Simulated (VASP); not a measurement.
# Mn (P6/mmm) in VASP: further runs

Mn is run at these levels: PBE, r2SCAN; tasks: single point.

Everything below comes from runs of VASP 6.6.1. Logs are shortened: lines on timing, memory, paths and dates and some standing lists are left out, and cuts for length are marked.

## Step 1: The cell of the first run

It takes space group P6/mmm (No. 191, hexagonal). The conventional cell has a = 2.195 Å, b = 2.195 Å, c = 1.911 Å, α = 90.00°, β = 90.00°, γ = 120.00°. Mn (site symmetry 6/mmm) has 8 Mn at 1.91 to 2.19 Å within 2.5 Å.

This isn't the form of Mn at room conditions, which is a 58-atom cubic cell.

## Step 2: Single point, PBE, collinear spin, ferromagnetic start (7.97 Å³/atom)

Input file INCAR:

```
SYSTEM = Mn
PREC = Accurate ; ENCUT = 600
EDIFF = 1E-6 ; ISMEAR = -1
SIGMA = 0.08 ; LREAL = .FALSE.
LASPH = .TRUE. ; NELM = 200
ALGO = Normal ; ISIF = 2
LWAVE = .FALSE. ; LCHARG = .TRUE.
ISPIN = 2 ; MAGMOM = 3
LORBIT = 11 ; LMAXMIX = 4
GGA = PE ; LELF = .TRUE.
LVHAR = .TRUE. ; NBANDS = 18
GGA_COMPAT = .FALSE.
```

Input file KPOINTS:

```
Automatic mesh
0
G
  18 18 17
  0 0 0
```

Input file POSCAR:

```
Mn
1.0
    2.1948323415      0.0000000000      0.0000000000
   -1.0974161708      1.9007805648      0.0000000000
    0.0000000000      0.0000000000      1.9107332149
Mn
1
Direct
    0.0000000000      0.0000000000      0.0000000000
```

Potentials or basis: VASP PAW PBE potentials, release 64 (Mn_sv).

Command:

```
$ cat potpaw_PBE.64/Mn_sv/POTCAR > POTCAR
$ mpirun -np 1 vasp_std > vasp.out
```

OUTCAR:

```text
SYSTEM = Mn
   PREC = Accurate
   ENCUT = 600
   EDIFF = 1E-6
   ISMEAR = -1
   LREAL = .FALSE.
   LASPH = .TRUE.
   NELM = 200
   ISIF = 2
   ISPIN = 2
   LORBIT = 11
   GGA = PE

 ion  position               nearest neighbor table
   1  0.000  0.000  0.000-

  LATTYP: Found a hexagonal cell.
 ALAT       =     2.1948323415
 C/A-ratio  =     0.8705599871

  Lattice vectors:

 A1 = (   2.1948323415,   0.0000000000,   0.0000000000)
 A2 = (  -1.0974161708,   1.9007805648,   0.0000000000)
 A3 = (   0.0000000000,   0.0000000000,   1.9107332149)

Analysis of symmetry for initial positions (statically):
=====================================================================
 Subroutine PRICEL returns:
 Original cell was already a primitive cell.

 Routine SETGRP: Setting up the symmetry group for a
 hexagonal supercell.

 Subroutine GETGRP returns: Found 24 space group operations
 (whereof 24 operations were pure point group operations)
 out of a pool of 24 trial point group operations.

The static configuration has the point symmetry D_6h.

Analysis of symmetry for dynamics (positions and initial velocities):
=====================================================================
 Subroutine PRICEL returns:
 Original cell was already a primitive cell.

 Routine SETGRP: Setting up the symmetry group for a
 hexagonal supercell.

 Subroutine GETGRP returns: Found 24 space group operations
 (whereof 24 operations were pure point group operations)
 out of a pool of 24 trial point group operations.

The dynamic configuration has the point symmetry D_6h.

Analysis of structural, dynamic, and magnetic symmetry:
=====================================================================
 Subroutine PRICEL returns:
 Original cell was already a primitive cell.

 Routine SETGRP: Setting up the symmetry group for a
 hexagonal supercell.

 Subroutine GETGRP returns: Found 24 space group operations
 (whereof 24 operations were pure point group operations)
 out of a pool of 24 trial point group operations.

The overall configuration has the point symmetry D_6h.

 Subroutine INISYM returns: Found 24 space group operations
 (whereof 24 operations are pure point group operations),
 and found     1 'primitive' translations

----------------------------------------------------------------------------------------

[... 95 lines left out ...]
   NFREE  =      0    steps in history (QN), initial steepest desc. (CG)
   ISIF   =      2    stress and relaxation
   ISYM   =      2    0-nonsym 1-usesym 2-fastsym
   POTIM  = 0.5000    time-step for ionic-motion
   TEBEG  =    0.0;   TEEND  =   0.0 temperature during run
   PSTRESS=    0.0 pullay stress
   NELECT =      15.0000    total number of electrons
   NUPDOWN=      -1.0000    fix difference up-down
   EMIN   =  10.00;   EMAX   =-10.00  energy-range for DOS
   EFERMI =   0.00;   METHOD = LEGACY
   ISMEAR =    -1;   SIGMA  =   0.08  broadening in eV -4-tet -1-fermi 0-gaus
   EFERMI_NEDOS =   21; number of points for ismear=-14 and -15
   IALGO  =     38    algorithm
   IMIX   =      4    mixing-type and parameters
     AMIX     =   0.40;   BMIX     =  1.00
     AMIX_MAG =   1.60;   BMIX_MAG =  1.00
  volume/ion in A,a.u.               =       7.97        53.79
  Fermi-wavevector in a.u.,A,eV,Ry     =   2.021129  3.819381 55.579311  4.084964
  Thomas-Fermi vector in A             =   3.031454
   LORBIT       =     11    0 simple, 1 ext, 2 COOP (PROOUT), +10 PAW based schemes
   GGA     = PE    functional components
   LHFCALC =     F    Hartree Fock is set to
   AEXX    =    0.0000 exact exchange contribution
   IVDW    =     0    specifies the selected vdW correction
   LEPSILON=     F    determine dielectric tensor
   LRPA    =     F    only Hartree local field effects (RPA)
 spin polarized calculation
  energy-cutoff  :      600.00
  volume of cell :        7.97
 maximum number of plane-waves:       277
 NGX is ok and might be reduce to    18
   NGX =  9   NGY =  9   NGZ =  7

 number of electron      15.0000008 magnetization       0.0002080

 number of electron      15.0000008 magnetization      -0.0000133

 Free energy of the ion-electron system (eV)
  ---------------------------------------------------
  ext. energy  EPLUGINS =         0.00000000
  ---------------------------------------------------
  free energy    TOTEN  =        -7.10470983 eV

  energy without entropy =       -7.08235323  energy(sigma->0) =       -7.09353153

 E-fermi :  20.4457     XC(G=0): -15.9669

 val. band max:       20.4425783790   @ k =   0.2778   0.1111   0.2353
 cond. band min:      20.4485522378   @ k =   0.2778   0.1667   0.4118
 fundamental gap:      0.0059738588
 Fermi energy:        20.4457489198

 spin component 1

 k-point     1 :       0.0000    0.0000    0.0000
  band No.  band energies     occupation
      1     -59.8728      1.00000
      2     -27.3048      1.00000
      3     -27.3048      1.00000
      4     -26.6670      1.00000
      5      10.5547      1.00000
      6      14.2316      1.00000
[... 493 lines left out ...]
     17      63.2194      0.00000
     18      68.2639      0.00000

 [... further k-points ...]

 spin component 2

 k-point     1 :       0.0000    0.0000    0.0000
  band No.  band energies     occupation
      1     -59.8728      1.00000
      2     -27.3048      1.00000
      3     -27.3048      1.00000
      4     -26.6671      1.00000
      5      10.5547      1.00000
      6      14.2316      1.00000
[... 493 lines left out ...]
     17      63.2194      0.00000
     18      68.2639      0.00000

 [... further k-points ...]
[... 5 lines left out ...]
  --------------------------------------------------------------------------------------
  -------------------------------------------------------------------------------------
  Total        8.6627089      8.6627089      8.7181440     -0.0000000     -0.0000000      0.0000000
  in kB     1741.1288690   1741.1288690   1752.2708448     -0.0000000     -0.0000000      0.0000000
  external PRESSURE =    1744.8428610 kB  Pullay stress =       0.0000000 kB

 VOLUME and BASIS-vectors are now :
 -----------------------------------------------------------------------------
  energy-cutoff  :      600.00
  volume of cell :        7.97
      direct lattice vectors                 reciprocal lattice vectors
     2.194832342  0.000000000  0.000000000     0.455615666  0.263049828  0.000000000
    -1.097416171  1.900780565  0.000000000     0.000000000  0.526099655  0.000000000
     0.000000000  0.000000000  1.910733215     0.000000000  0.000000000  0.523359301

 POSITION                                       TOTAL-FORCE (eV/Angst)
 -----------------------------------------------------------------------------------
      0.00000      0.00000      0.00000         0.000000      0.000000      0.000000
 -----------------------------------------------------------------------------------
    total drift:                               -0.000000      0.000000     -0.000000

  FREE ENERGIE OF THE ION-ELECTRON SYSTEM (eV)
  ---------------------------------------------------
  free  energy   TOTEN  =        -7.1047098275 eV

  energy  without entropy=       -7.0823532300  energy(sigma->0) =       -7.09353153

 total charge

# of ion       s       p       d       tot
------------------------------------------
    1        2.334   6.136   5.175  13.644

 magnetization (x)

# of ion       s       p       d       tot
------------------------------------------
    1       -0.000  -0.000  -0.000  -0.000
```

stdout:

```text
POSCAR found type information on POSCAR Mn
 POSCAR found :  1 types and       1 ions
 scaLAPACK will be used
 LDA part: xc-table for (Slater+PW92), standard interpolation
 POSCAR, INCAR and KPOINTS ok, starting setup
 FFT: planning ... GRIDC
 FFT: planning ... GRID_SOFT
 FFT: planning ... GRID
 WAVECAR not read
 entering main loop
```

It took 72 s on 1 thread of AMD EPYC 9R45 (Zen 5), shared host; peak memory 0.16 GiB.

Results:

- Free energy: -7.1047 eV
- Pressure: 174.5 GPa
- Net moment: 0.00 μB per cell
- Valence electrons inside the program's atomic spheres: Mn 13.64

Stress tensor (GPa, compression positive):
```
174.11   0.00   0.00
  0.00 174.11   0.00
  0.00   0.00 175.23
```

Levels at points of the mesh, in eV from the Fermi level:
Spin up:
```csv
k point,band 3,band 4,band 5,band 6,band 7,band 8,band 9,band 10,band 11,band 12
"(0.00, 0.00, 0.00)",-47.75,-47.11,-9.89,-6.21,-2.21,-2.21,3.01,3.01,21.79,29.07
"(0.50, 0.00, 0.00)",-48.17,-46.93,-7.02,-4.87,-0.09,0.80,2.56,2.66,11.46,20.41
```
Spin down:
```tsv
k point	band 4	band 5	band 6	band 7	band 8	band 9	band 10	band 11
(0.00, 0.00, 0.00)	-47.11	-9.89	-6.21	-2.21	-2.21	3.01	3.01	21.79
(0.50, 0.00, 0.00)	-46.93	-7.02	-4.87	-0.09	0.80	2.56	2.66	11.46
```

Caveat: atoms lie so close that the PAW spheres overlap strongly, which falsifies energies and pressures; the cell stands under pressure.

[end of part 1 of 2]
